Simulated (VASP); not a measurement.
Nb:

```
Nb
1.0
    -1.66395    1.66395    1.66395
     1.66395   -1.66395    1.66395
     1.66395    1.66395   -1.66395
Nb
1
Direct
  0.00000 0.00000 0.00000
```

Base run:

- Program: VASP 6.6.1
- Functional: PBE
- Potentials or basis: VASP PAW PBE potentials, release 64 (Nb_sv)
- Cutoff: 520 eV
- k mesh: 16 × 16 × 16
- Occupations: fermi-dirac, width 0.05 eV
- Spin: collinear spin, ferromagnetic start
- Starting moments: [1.6] μB
- Fixed moment: 1.6 μB

Its results: net moment 1.60 μB per cell.

Task: After a change of settings the same cell gave: net moment 0.00 μB per cell. Which change was it?
A. fixed moment from 1.6 μB to 0.9 μB; moments at the start from [1.6] to [0.9]
B. fixed moment from 1.6 μB to 0.2 μB; moments at the start from [1.6] to [0.2]
C. fixed moment from 1.6 μB to 0.4 μB; moments at the start from [1.6] to [0.4]
D. fixed moment from 1.6 μB to none; moments at the start from [1.6] to [1.0]

Result: D.

Caveats: the total moment is fixed, so each spin has its own Fermi level (some runs).
